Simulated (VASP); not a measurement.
Runs of VASP 6.6.1 on Be3As2. The structure is that of space group P-3m1 (No. 164), or close to it. The cells are those of the table. 

```csv
task,cell,k mesh,cutoff (eV),k mesh for the DOS,occupations for the DOS,gap on the mesh (eV),pressure (GPa),relaxed volume (Å³/atom),largest force (eV/Å)
single point,"a = 3.246, b = 3.246, c = 7.950 Å, angles 90.0, 90.0, 120.0°, 5 atoms",6 × 6 × 2,520,-,-,none,7.0,-,(b)
relaxation of cell and atoms,"relaxed from a = 3.246, b = 3.246, c = 7.950 Å, angles 90.0, 90.0, 120.0°, 5 atoms",6 × 6 × 2,600,-,-,none,0.0,13.84,0.02
single point,"a = 3.639, b = 3.639, c = 6.004 Å, angles 90.0, 90.0, 120.0°, 5 atoms",6 × 6 × 2,520,-,-,none,(a),-,0.03
single point,"a = 3.628, b = 3.628, c = 6.015 Å, angles 90.0, 90.0, 120.0°, 5 atoms",12 × 12 × 6,520,-,-,none,0.3,-,0.03
single point,"a = 3.644, b = 3.644, c = 5.988 Å, angles 90.0, 90.0, 120.0°, 5 atoms",6 × 6 × 4,520,-,-,none,0.4,-,0.04
relaxation of cell and atoms,"relaxed from a = 3.644, b = 3.644, c = 5.988 Å, angles 90.0, 90.0, 120.0°, 5 atoms",12 × 12 × 6,600,-,-,none,0.0,13.76,-
relaxation of cell and atoms,"relaxed from a = 3.639, b = 3.639, c = 6.004 Å, angles 90.0, 90.0, 120.0°, 5 atoms",6 × 6 × 4,600,-,-,none,-0.1,13.84,0.02
```

Alike in all rows: level PBE; potentials or basis VASP PAW PBE potentials, release 64 (Be, As); no spin polarisation; smearing gaussian 0.1 eV.

Task: Fill in the values left out.

Result: (a) 0.5; (b) 1.07.

Caveats: some runs use coarse meshes; forces of over 1 eV/Å act on the atoms, so gaps and moduli don't describe the material at rest (some runs).

A k mesh can miss the band edges, and the runs leave out spin-orbit coupling on As.

A gap of «none» marks levels without a gap at the run's occupations.
